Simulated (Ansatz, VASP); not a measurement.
Zr3Ag in VASP and in Ansatz

The input INCAR:

```
SYSTEM = Zr3Ag
ALGO = Normal
EDIFF = 1E-8
ENCUT = 520
ISIF = 2
ISMEAR = -1
LASPH = .TRUE.
LCHARG = .FALSE.
LEFG = .TRUE.
LREAL = .FALSE.
LWAVE = .FALSE.
NBANDS = 32
NELM = 60
PREC = Accurate
SIGMA = 0.05
```

File KPOINTS:

```
k-points
0
G
  7 7 8
  0 0 0
```

The input POSCAR:

```
Zr3Ag
1.0
    4.5203400000      0.0000000000      0.0000000000
    0.0000000000      4.5203400000      0.0000000000
    0.0000000000      0.0000000000      3.9860000000
Zr Ag
3 1
Direct
    0.5000000000      0.5000000000      0.0000000000
    0.0000000000      0.5000000000      0.5000000000
    0.5000000000      0.0000000000      0.5000000000
    0.0000000000      0.0000000000      0.0000000000
```

Input for Ansatz:

```yaml
crystal:
  lattice:
    - [4.52034, 0.0, 0.0]
    - [0.0, 4.52034, 0.0]
    - [0.0, 0.0, 3.986]
  atoms:
    - { symbol: Zr, position: [0.5, 0.5, 0.0] }
    - { symbol: Zr, position: [0.0, 0.5, 0.5] }
    - { symbol: Zr, position: [0.5, 0.0, 0.5] }
    - { symbol: Ag, position: [0.0, 0.0, 0.0] }
kpoints:
  mp_grid: { grid: [7, 7, 8] }
scf:
  occupations: { method: fermi_dirac, width: 0.05 }
hamiltonian:
  xc: lda
  pseudopotentials: { kind: all_electron, datasets: crystal }
output:
  forces: true
  stress: true
  eigenvalues: true
  efg: { contact_densities: true }
```

Change from the starting cell: equal xx and yy strain of -1 %, crystal datasets.

Alike in both runs: task electric field gradients; functional LDA; k mesh 7 × 7 × 8; occupations fermi-dirac, width 0.05 eV; no spin polarisation.

```csv
,VASP,Ansatz
version,VASP 6.6.1,Ansatz 0.2.0
potentials or method,"VASP PAW LDA potentials, release 64 (Zr_sv, Ag), cutoff 520 eV","all-electron PAW with datasets made for the crystal, scalar-relativistic"
```

```csv
,VASP,Ansatz,Ansatz less VASP
pressure (GPa),-2.8,-3.0,-0.13
"traceless stress, the component that is largest in VASP (GPa)",1.79,1.81,+0.015
size of Vzz on the site where it differs most (V/Å²),45.4,38.9,-6.58
```

LDA's correlation is that of Perdew and Zunger in VASP and of Perdew and Wang (1992) in Ansatz. Ansatz ran all-electron here, and VASP with PAW potentials.
